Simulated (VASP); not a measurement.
A run of VASP 6.6.1:

The input INCAR:

```
SYSTEM = LuSe
PREC = Accurate ; ENCUT = 520
EDIFF = 1E-7 ; ISMEAR = -1
SIGMA = 0.1 ; LREAL = .False.
LASPH = .True. ; NELM = 100
ALGO = Normal ; ISIF = 2
LWAVE = .False. ; LCHARG = .False.
GGA = PS ; NBANDS = 22
```

KPOINTS

```
regular mesh
0
Gamma
  14 14 14
  0 0 0
```

Contents of POSCAR:

```
LuSe
1.0
    0.0000000000      2.6955618907      2.6955618907
    2.6955618907      0.0000000000      2.6955618907
    2.6955618907      2.6955618907      0.0000000000
Lu Se
1 1
Direct
    0.0000000000      0.0000000000      0.0000000000
    0.5000000000      0.5000000000      0.5000000000
```

Potentials or basis: VASP PAW PBE potentials, release 64 (Lu, Se).

The run is started by

```console
$ cat potpaw_PBE.64/Lu/POTCAR potpaw_PBE.64/Se/POTCAR > POTCAR
$ mpirun -np 1 vasp_std > vasp.out
```

Hardware: 1 thread of Oxide Virtual Turin-like Processor (shared host).

Estimate the wall time of this run.

Run time: 3.2 min on 1 thread of Oxide Virtual Turin-like Processor (shared host), peak memory 0.2 GiB. Counts: scf iterations 13, k points 104.
